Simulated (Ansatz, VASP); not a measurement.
**One calculation of Sn, two programs**

INCAR

```
SYSTEM = Sn
PREC = Accurate ; ENCUT = 600
EDIFF = 1E-7 ; ISMEAR = -1
SIGMA = 0.1 ; LREAL = .False.
LASPH = .True. ; NELM = 80
ALGO = Normal ; ISIF = 3
LWAVE = .False. ; LCHARG = .False.
GGA = PE ; IBRION = 2
NSW = 60 ; EDIFFG = -0.005
```

KPOINTS

```
regular mesh
0
Gamma
  16 16 16
  0 0 0
```

File POSCAR:

```
Sn
1.0
   -1.9129311828      1.9129311828      1.9129311828
    1.9129311828     -1.9129311828      1.9129311828
    1.9129311828      1.9129311828     -1.9129311828
Sn
1
Direct
    0.0000000000      0.0000000000      0.0000000000
```

Input for Ansatz:

```yaml
crystal:
  lattice:
    - [-1.9129311828, 1.9129311828, 1.9129311828]
    - [1.9129311828, -1.9129311828, 1.9129311828]
    - [1.9129311828, 1.9129311828, -1.9129311828]
  atoms:
    - { symbol: Sn, position: [0.0, 0.0, 0.0] }
kpoints:
  mp_grid: { grid: [16, 16, 16] }
scf:
  occupations: { method: fermi_dirac, width: 0.1 }
hamiltonian:
  xc: pbe
  pseudopotentials: { kind: paw }
output:
  forces: true
  stress: true
  write_density: true
  write_potential: true
  elf: true
  volumetric_format: npy
relax:
  f_tol: 0.005
  max_steps: 40
  cell: {}
basis:
  ecutrho_ratio: 12
```

Alike in both runs: task relaxation of cell and atoms; functional PBE; k mesh 16 × 16 × 16; occupations fermi-dirac, width 0.1 eV; no spin polarisation.

|  | VASP | Ansatz |
| --- | --- | --- |
| version | VASP 6.6.1 | Ansatz 0.2.0 |
| potentials or method | VASP PAW PBE potentials, release 64 (Sn_d) | PAW with Ansatz's default frozen-core files, scalar-relativistic |
| plane-wave cutoff (eV) | 600 | 420 |
| valence electrons in the cell | 14 | 14 |

|  | VASP | Ansatz | Ansatz less VASP |
| --- | --- | --- | --- |
| gap on the k mesh at the Fermi level, each at its own relaxed structure (eV) | none | none | - |
| relaxed volume (Å³/atom) | 27.73 | 27.74 | +0.004 |
| relaxed cell length with the largest relative difference (Å) | 3.303 | 3.303 | +0.0002 |

A gap of «none» marks a metal or a gap that the smearing closes.
